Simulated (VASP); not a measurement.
Here is a VASP 6.6.1 calculation.

INCAR

```
SYSTEM = Ba
PREC = Accurate
ENCUT = 500
EDIFF = 1E-6
ISMEAR = -1
SIGMA = 0.15
LREAL = .False.
LASPH = .True.
NELM = 200
ALGO = Normal
ISIF = 2
LWAVE = .False.
LCHARG = .True.
MAGMOM = 0 0 0
LORBIT = 11
LSORBIT = .True.
GGA_COMPAT = .False.
LORBMOM = .True.
GGA = PE
LVHAR = .True.
NBANDS = 21
```

The input KPOINTS:

```
regular mesh
0
Gamma
  4 4 4
  0 0 0
```

The input POSCAR:

```
Ba
1.0
    0.0000000000      3.1748000000      3.1748000000
    3.1748000000      0.0000000000      3.1748000000
    3.1748000000      3.1748000000      0.0000000000
Ba
1
Direct
    0.0000000000      0.0000000000      0.0000000000
```

Potentials or basis: VASP PAW PBE potentials, release 64 (Ba_sv).

The run is started by

```bash
$ cat potpaw_PBE.64/Ba_sv/POTCAR > POTCAR
$ mpirun -np 1 vasp_ncl > vasp.out
```

(1) Predict the pressure.

(2) What does it give for the net moment?

Results:

(1) 0.2 GPa.

(2) 0.00 μB per cell.

Caveat: the k points lie up to 0.43 Å⁻¹ apart.
